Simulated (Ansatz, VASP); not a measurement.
## One calculation of HgTe, two programs

File POSCAR:

```
HgTe
1.0
    0.0000000000      3.2235000000      3.2718525000
    3.2235000000      0.0000000000      3.2718525000
    3.2235000000      3.2235000000      0.0000000000
Hg Te
1 1
Direct
    0.0000000000      0.0000000000      0.0000000000
    0.7500000000      0.7500000000      0.7500000000
```

File INCAR.step1:

```
PREC = Accurate
ENCUT = 520
ISMEAR = 0
SIGMA = 0.15
LREAL = False
LASPH = True
NELM = 100
NBANDS = 16
GGA = PE
ALGO = Normal
EDIFF = 1E-4
LWAVE = True
LCHARG = False
```

File INCAR.step2:

```
PREC = Accurate
ENCUT = 520
EDIFF = 1E-6
ISMEAR = 0
SIGMA = 0.15
LREAL = False
LASPH = True
NELM = 100
ALGO = Normal
ISIF = 2
LWAVE = False
LCHARG = False
METAGGA = R2SCAN
LMIXTAU = True
NBANDS = 16
ISTART = 1
```

Contents of KPOINTS:

```
regular mesh
0
Gamma
  14 14 14
```

Input for Ansatz:

```yaml
crystal:
  lattice:
    - [0.0, 3.2235, 3.2718525]
    - [3.2235, 0.0, 3.2718525]
    - [3.2235, 3.2235, 0.0]
  atoms:
    - { symbol: Hg, position: [0.0, 0.0, 0.0] }
    - { symbol: Te, position: [0.75, 0.75, 0.75] }
basis:
  ecutwfc: 500
kpoints:
  mp_grid: { grid: [14, 14, 14] }
hamiltonian:
  xc: r2scan
scf:
  occupations: { method: gaussian, width: 0.15 }
output:
  forces: true
  stress: true
  eigenvalues: true
```

Change from the starting cell: strain +0.000 along x and y, +0.015 along z, atoms carried along.

Alike in both runs: task single point; functional r2SCAN; k mesh 14 × 14 × 14; occupations gaussian, width 0.15 eV; no spin polarisation.

|  | VASP | Ansatz |
| --- | --- | --- |
| version | VASP 6.6.1 | Ansatz 0.2.0 |
| potentials or method | VASP PAW PBE potentials, release 64 (Hg, Te), cutoff 520 eV | scalar-relativistic, plane waves, PAW |
| valence electrons in the cell | 18 | 36 |

Ansatz gave:

* gap on the k mesh at the Fermi level (eV): none
* pressure (GPa): 1.9
* traceless stress, the component that is largest in VASP (GPa): -0.14

Task: Estimate VASP's values.

Result: gap on the k mesh at the Fermi level (eV): none; pressure (GPa): 2.0; traceless stress, the component that is largest in VASP (GPa): -0.15.

VASP's potentials were made for PBE, not for r2SCAN. A gap of «none» marks a metal or a gap that the smearing closes. VASP's potentials hold 18 valence electrons a cell and Ansatz's 36, so a difference there can come from the potentials and not from the codes.

Neither program's run includes spin-orbit coupling.
